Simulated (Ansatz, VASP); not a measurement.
**Au in VASP and in Ansatz**

File INCAR:

```
PREC = Accurate
ENCUT = 520
EDIFF = 1E-6
ISMEAR = 0
SIGMA = 0.15
LREAL = F
LASPH = T
NELM = 60
ALGO = Fast
ISIF = 2
LWAVE = F
LCHARG = T
GGA = PS
LELF = T
LVHAR = T
NBANDS = 12
```

File KPOINTS:

```
regular mesh
0
Gamma
  26 26 26
```

Contents of POSCAR:

```
Au
1.0
    0.0000000000      2.0419343851      2.0113053693
    2.0419343851      0.0000000000      2.0113053693
    2.0419343851      2.0419343851      0.0000000000
Au
1
Direct
    0.0000000000      0.0000000000      0.0000000000
```

Input for Ansatz:

```yaml
crystal:
  lattice:
    - [0.0, 2.0419343851, 2.0113053693]
    - [2.0419343851, 0.0, 2.0113053693]
    - [2.0419343851, 2.0419343851, 0.0]
  atoms:
    - { symbol: Au, position: [0.0, 0.0, 0.0] }
basis:
  ecutwfc: 420
kpoints:
  mp_grid: { grid: [26, 26, 26] }
hamiltonian:
  xc: pbesol
scf:
  occupations: { method: gaussian, width: 0.15 }
output:
  forces: true
  stress: true
  eigenvalues: true
```

Change from the starting cell: strain +0.000 along x and y, -0.015 along z, atoms carried along.

Alike in both runs: task single point; functional PBEsol; k mesh 26 × 26 × 26; occupations gaussian, width 0.15 eV; no spin polarisation.

|  | VASP | Ansatz |
| --- | --- | --- |
| version | VASP 6.6.1 | Ansatz 0.2.0 |
| potentials or method | VASP PAW PBE potentials, release 64 (Au), cutoff 520 eV | scalar-relativistic, plane waves, PAW |
| valence electrons in the cell | 11 | 19 |

VASP gave:

- gap on the k mesh at the Fermi level (eV): none
- pressure (GPa): 2.4
- traceless stress, the component that is largest in VASP (GPa): 0.35

What did Ansatz give for the same quantities?

gap on the k mesh at the Fermi level (eV): none; pressure (GPa): 2.6; traceless stress, the component that is largest in VASP (GPa): 0.35.

VASP's potentials were made for PBE, not for PBEsol. A gap of «none» marks a metal or a gap that the smearing closes. VASP's potentials hold 11 valence electrons a cell and Ansatz's 19, so a difference there can come from the potentials and not from the codes.

Neither program's run includes spin-orbit coupling.
